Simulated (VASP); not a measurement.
# Al (Fm-3m) in VASP: a series of runs

Al is run at these levels: r2SCAN; tasks: single point, relaxation of cell and atoms.

Program: VASP 6.6.1. These are calculated values, not measurements. Logs are shortened: lines on timing, memory, paths and dates and some standing lists are left out, and cuts for length are marked.

## 1. The cell of the first run

It takes space group Fm-3m (No. 225, cubic). The conventional cell has a = 3.996 Å, b = 3.996 Å, c = 3.996 Å, α = 90.00°, β = 90.00°, γ = 90.00°. Within 3.7 Å of Al (site symmetry m-3m) lie 12 Al at 2.83 Å.

## 2. Single point, r2SCAN

POSCAR reads:

```
Al
1.0
    0.0000000000      1.9979765649      1.9979765649
    1.9979765649      0.0000000000      1.9979765649
    1.9979765649      1.9979765649      0.0000000000
Al
1
Direct
    0.0000000000      0.0000000000      0.0000000000
```

INCAR.step1 reads:

```
SYSTEM = Al
ALGO = Normal ; EDIFF = 1E-4
ENCUT = 520 ; GGA = PE
ISMEAR = 1 ; LASPH = .TRUE.
LCHARG = .FALSE. ; LREAL = .FALSE.
LWAVE = .TRUE. ; NBANDS = 8
NELM = 60 ; PREC = Accurate
SIGMA = 0.1
```

INCAR.step2 reads:

```
SYSTEM = Al
ALGO = Normal ; EDIFF = 1E-7
ENCUT = 520 ; ISIF = 2
ISMEAR = 1 ; ISTART = 1
LASPH = .TRUE. ; LCHARG = .FALSE.
LMIXTAU = .TRUE. ; LREAL = .FALSE.
LWAVE = .FALSE. ; METAGGA = R2SCAN
NBANDS = 8 ; NELM = 60
PREC = Accurate ; SIGMA = 0.1
```

KPOINTS reads:

```
k-points
0
G
  11 11 11
  0 0 0
```

Potentials or basis: VASP PAW PBE potentials, release 64 (Al).

Started as:

```console
$ cat potpaw_PBE.64/Al/POTCAR > POTCAR
$ cp INCAR.step1 INCAR
$ mpirun -np 1 vasp_std > vasp.out
$ cp INCAR.step2 INCAR
$ mpirun -np 1 vasp_std > vasp.out
```

OUTCAR:

```text
SYSTEM = Al
   EDIFF = 1E-7
   ENCUT = 520
   ISIF = 2
   ISMEAR = 1
   ISTART = 1
   LASPH = .TRUE.
   LREAL = .FALSE.
   METAGGA = R2SCAN
   NELM = 60
   PREC = Accurate

 ion  position               nearest neighbor table
   1  0.000  0.000  0.000-

  LATTYP: Found a face centered cubic cell.
 ALAT       =     3.9959531298

  Lattice vectors:

 A1 = (   0.0000000000,   1.9979765649,   1.9979765649)
 A2 = (   1.9979765649,   0.0000000000,   1.9979765649)
 A3 = (   1.9979765649,   1.9979765649,   0.0000000000)

Analysis of symmetry for initial positions (statically):
=====================================================================
 Subroutine PRICEL returns:
 Original cell was already a primitive cell.

 Routine SETGRP: Setting up the symmetry group for a
 face centered cubic supercell.

 Subroutine GETGRP returns: Found 48 space group operations
 (whereof 48 operations were pure point group operations)
 out of a pool of 48 trial point group operations.

The static configuration has the point symmetry O_h .

Analysis of symmetry for dynamics (positions and initial velocities):
=====================================================================
 Subroutine PRICEL returns:
 Original cell was already a primitive cell.

 Routine SETGRP: Setting up the symmetry group for a
 face centered cubic supercell.

 Subroutine GETGRP returns: Found 48 space group operations
 (whereof 48 operations were pure point group operations)
 out of a pool of 48 trial point group operations.

The dynamic configuration has the point symmetry O_h .

 Subroutine INISYM returns: Found 48 space group operations
 (whereof 48 operations are pure point group operations),
 and found     1 'primitive' translations

----------------------------------------------------------------------------------------

                                     Primitive cell

  volume of cell :      15.9515

  direct lattice vectors                    reciprocal lattice vectors
     0.000000000  1.997976565  1.997976565    -0.250253186  0.250253186  0.250253186
     1.997976565  0.000000000  1.997976565     0.250253186 -0.250253186  0.250253186
     1.997976565  1.997976565  0.000000000     0.250253186  0.250253186 -0.250253186

  length of vectors
     2.825565555  2.825565555  2.825565555     0.433451232  0.433451232  0.433451232

  position of ions in fractional coordinates (direct lattice)
     0.000000000  0.000000000  0.000000000

  ion indices of the primitive-cell ions
   primitive index   ion index
                 1           1

----------------------------------------------------------------------------------------

 KPOINTS: k-points

Automatic generation of k-mesh.
 Grid dimensions read from file:
 generate k-points for:   11   11   11

 Generating k-lattice:

  Cartesian coordinates                     Fractional coordinates (reciprocal lattice)
    -0.022750290  0.022750290  0.022750290     0.090909091  0.000000000  0.000000000
     0.022750290 -0.022750290  0.022750290     0.000000000  0.090909091  0.000000000
     0.022750290  0.022750290 -0.022750290     0.000000000  0.000000000  0.090909091

  Length of vectors
     0.039404657  0.039404657  0.039404657

  Shift w.r.t. Gamma in fractional coordinates (k-lattice)
     0.000000000  0.000000000  0.000000000

 Subroutine IBZKPT returns following result:
 ===========================================

 Found     56 irreducible k-points:

 Following reciprocal coordinates:
            Coordinates               Weight
  0.000000  0.000000  0.000000      1.000000
  0.090909  0.000000  0.000000      8.000000
  0.181818  0.000000  0.000000      8.000000
  0.272727  0.000000  0.000000      8.000000
  0.363636  0.000000  0.000000      8.000000
  0.454545  0.000000  0.000000      8.000000
[... 16 lines left out ...]
 -0.272727  0.181818  0.000000     24.000000
 -0.181818  0.181818  0.000000     12.000000
 [... further k-points ...]
   k-points           NKPTS =     56   k-points in BZ     NKDIM =     56   number of bands    NBANDS=      8
   number of dos      NEDOS =    301   number of ions     NIONS =      1
   total plane-waves  NPLWV =  13824
   dimension x,y,z NGX =    24 NGY =   24 NGZ =   24
   dimension x,y,z NGXF=    48 NGYF=   48 NGZF=   48
   ions per type =               1
   NGX,Y,Z   is equivalent  to a cutoff of  14.12, 14.12, 14.12 a.u.
   NGXF,Y,Z  is equivalent  to a cutoff of  28.24, 28.24, 28.24 a.u.
 SYSTEM =  Al
   PREC   = accura    normal or accurate (medium, high low for compatibility)
   ISTART =      1    job   : 0-new  1-cont  2-samecut
   ICHARG =      0    charge: 1-file 2-atom 10-const
   ISPIN  =      1    spin polarized calculation?
   LNONCOLLINEAR =      F non collinear calculations
   LSORBIT =      F    spin-orbit coupling
   LASPH  =      T    aspherical Exc in radial PAW
   ENCUT  =  520.0 eV  38.22 Ry    6.18 a.u.   5.25  5.25  5.25*2*pi/ulx,y,z
   NELM   =     60;   NELMIN=  2; NELMDL=  0     # of ELM steps
   EDIFF  = 0.1E-06   stopping-criterion for ELM
   LREAL  =      F    real-space projection
   EDIFFG = 0.1E-05   stopping-criterion for IOM
   NSW    =      0    number of steps for IOM
   IBRION =     -1    ionic relax: 0-MD 1-quasi-New 2-CG
   NFREE  =      0    steps in history (QN), initial steepest desc. (CG)
   ISIF   =      2    stress and relaxation
   ISYM   =      2    0-nonsym 1-usesym 2-fastsym
   POTIM  = 0.5000    time-step for ionic-motion
   TEBEG  =    0.0;   TEEND  =   0.0 temperature during run
   PSTRESS=    0.0 pullay stress
   NELECT =       3.0000    total number of electrons
   NUPDOWN=      -1.0000    fix difference up-down
   EMIN   =  10.00;   EMAX   =-10.00  energy-range for DOS
   EFERMI =   0.00;   METHOD = LEGACY
   ISMEAR =     1;   SIGMA  =   0.10  broadening in eV -4-tet -1-fermi 0-gaus
   EFERMI_NEDOS =   21; number of points for ismear=-14 and -15
   IALGO  =     38    algorithm
   IMIX   =      4    mixing-type and parameters
     AMIX     =   0.40;   BMIX     =  1.00
     AMIX_MAG =   1.60;   BMIX_MAG =  1.00
  volume/ion in A,a.u.               =      15.95       107.65
  Fermi-wavevector in a.u.,A,eV,Ry     =   0.937954  1.772476 11.969830  0.879758
  Thomas-Fermi vector in A             =   2.065117
   LORBIT       =      0    0 simple, 1 ext, 2 COOP (PROOUT), +10 PAW based schemes
   METAGGA = R2SCAN    functional components
   LHFCALC =     F    Hartree Fock is set to
   AEXX    =    0.0000 exact exchange contribution
   IVDW    =     0    specifies the selected vdW correction
   LEPSILON=     F    determine dielectric tensor
   LRPA    =     F    only Hartree local field effects (RPA)
 non-spin polarized calculation
 Methfessel and Paxton  Order N= 1 SIGMA  =   0.10
  energy-cutoff  :      520.00
  volume of cell :       15.95
 maximum number of plane-waves:       444
 NGX is ok and might be reduce to    24
   NGX = 11   NGY = 11   NGZ = 11

 number of electron       3.0000000 magnetization

 Free energy of the ion-electron system (eV)
  ---------------------------------------------------
  ext. energy  EPLUGINS =         0.00000000
  ---------------------------------------------------
  free energy    TOTEN  =        -6.74433539 eV

  energy without entropy =       -6.74386645  energy(sigma->0) =       -6.74417908

 E-fermi :   8.3687     XC(G=0): -11.0345

 val. band max:        8.3157218271   @ k =  -0.3636   0.3636   0.0000
 cond. band min:       8.4105029723   @ k =   0.4545   0.1818   0.0909
 fundamental gap:      0.0947811452
 Fermi energy:         8.3687240303

 k-point     1 :       0.0000    0.0000    0.0000
  band No.  band energies     occupation
      1      -3.7089      2.00000
      2      21.8906      0.00000
      3      21.8906      0.00000
      4      21.8906      0.00000
      5      24.0671      0.00000
      6      24.0671      0.00000
      7      24.0671      0.00000
      8      25.9810      0.00000

 k-point     2 :       0.0909    0.0000    0.0000
  band No.  band energies     occupation
      1      -3.4649      2.00000
      2      18.8592      0.00000
      3      21.3294      0.00000
      4      21.3294      0.00000
      5      24.5515      0.00000
      6      25.0120      0.00000
      7      25.0120      0.00000
      8      28.1336      0.00000

 k-point     3 :       0.1818    0.0000    0.0000
  band No.  band energies     occupation
      1      -2.7354      2.00000
      2      14.9181      0.00000
      3      20.6018      0.00000
      4      20.6018      0.00000
      5      24.2287      0.00000
      6      25.7984      0.00000
      7      25.7984      0.00000
      8      27.2169      0.00000

 k-point     4 :       0.2727    0.0000    0.0000
  band No.  band energies     occupation
      1      -1.5280      2.00000
      2      11.2048      0.00000
      3      20.1806      0.00000
      4      20.1806      0.00000
      5      23.9643      0.00000
      6      24.0118      0.00000
      7      24.0118      0.00000
      8      28.3524      0.00000

 k-point     5 :       0.3636    0.0000    0.0000
  band No.  band energies     occupation
      1       0.1445      2.00000
      2       7.8392      2.00000
      3      20.1334      0.00000
      4      20.1334      0.00000
      5      22.4666      0.00000
      6      22.4666      0.00000
      7      24.0078      0.00000
      8      26.7639      0.00000

 k-point     6 :       0.4545    0.0000    0.0000
  band No.  band energies     occupation
      1       2.2537      2.00000
      2       4.8789      2.00000
      3      20.4519      0.00000
      4      20.4519      0.00000
      5      21.3401      0.00000
      6      21.3401      0.00000
      7      24.3953      0.00000
      8      25.5574      0.00000

 k-point     7 :       0.0909    0.0909    0.0000
  band No.  band energies     occupation
      1      -3.3837      2.00000
      2      20.0228      0.00000
      3      20.0228      0.00000
      4      20.1106      0.00000
      5      23.3386      0.00000
      6      26.0981      0.00000
      7      26.4122      0.00000
      8      26.4122      0.00000
[... 133 lines left out ...]
 k-point    20 :       0.4545    0.1818    0.0000
  band No.  band energies     occupation
      1       1.6370      2.00000
      2       7.5925      2.00000
      3      15.2022      0.00000
      4      16.8886      0.00000
      5      18.7991      0.00000
      6      26.8069      0.00000
      7      27.2618      0.00000
      8      30.3377      0.00000

 k-point    21 :      -0.4545    0.1818    0.0000
  band No.  band energies     occupation
      1       3.8191      2.00000
      2       4.8500      2.00000
      3      14.1303      0.00000
      4      17.3798      0.00000
      5      19.3649      0.00000
      6      25.8032      0.00000
      7      28.6390      0.00000
      8      31.0299      0.00000

 k-point    22 :      -0.3636    0.1818    0.0000
  band No.  band energies     occupation
      1       2.3380      2.00000
      2       6.5967      2.00000
      3      13.5042      0.00000
      4      18.2868      0.00000
      5      20.3591      0.00000
      6      25.1681      0.00000
      7      28.1165      0.00000
      8      31.1884      0.00000

 k-point    23 :      -0.2727    0.1818    0.0000
  band No.  band energies     occupation
      1       0.3816      2.00000
      2       9.5977     -0.00000
      3      13.3811      0.00000
      4      19.6099      0.00000
      5      21.7618      0.00000
      6      24.8709      0.00000
      7      27.6239      0.00000
      8      28.1608      0.00000

 k-point    24 :      -0.1818    0.1818    0.0000
  band No.  band energies     occupation
      1      -1.1279      2.00000
      2      12.4493      0.00000
      3      14.2263      0.00000
      4      21.3415      0.00000
      5      23.5115      0.00000
      6      24.4096      0.00000
      7      26.0260      0.00000
      8      26.9525      0.00000

 [... further k-points ...]

------------------------ aborting loop because EDIFF is reached ----------------------------------------

  FORCE on cell =-STRESS in cart. coord.  units (eV):
  Direction    XX          YY          ZZ          XY          YZ          ZX
  --------------------------------------------------------------------------------------
  -------------------------------------------------------------------------------------
  Total       -0.0350705     -0.0350705     -0.0350705     -0.0000000     -0.0000000      0.0000000
  in kB       -3.5225052     -3.5225052     -3.5225052     -0.0000000     -0.0000000      0.0000000
  external PRESSURE =      -3.5225052 kB  Pullay stress =       0.0000000 kB

 VOLUME and BASIS-vectors are now :
 -----------------------------------------------------------------------------
  energy-cutoff  :      520.00
  volume of cell :       15.95
      direct lattice vectors                 reciprocal lattice vectors
     0.000000000  1.997976565  1.997976565    -0.250253186  0.250253186  0.250253186
     1.997976565  0.000000000  1.997976565     0.250253186 -0.250253186  0.250253186
     1.997976565  1.997976565  0.000000000     0.250253186  0.250253186 -0.250253186

 POSITION                                       TOTAL-FORCE (eV/Angst)
 -----------------------------------------------------------------------------------
      0.00000      0.00000      0.00000        -0.000000      0.000000      0.000000
 -----------------------------------------------------------------------------------
    total drift:                               -0.000000      0.000000     -0.000000

  FREE ENERGIE OF THE ION-ELECTRON SYSTEM (eV)
  ---------------------------------------------------
  free  energy   TOTEN  =        -6.7443353903 eV

  energy  without entropy=       -6.7438664483  energy(sigma->0) =       -6.74417908
```

It took 10 s on 1 thread of Intel Xeon 6975P-C (Granite Rapids), shared host; peak memory 0.13 GiB.

Results:

```yaml
Free_energy: -6.7443 eV
Pressure: -0.4 GPa
```

Levels at points of the mesh, in eV from the Fermi level:
```
           k point  band 1  band 2  band 3  band 4
(0.00, 0.00, 0.00)  -12.08   13.52   13.52   13.52
```

Caveat: the PAW data sets were made with another functional, which shifts forces and pressure a little.

(Part 1 of 2 ends here.)
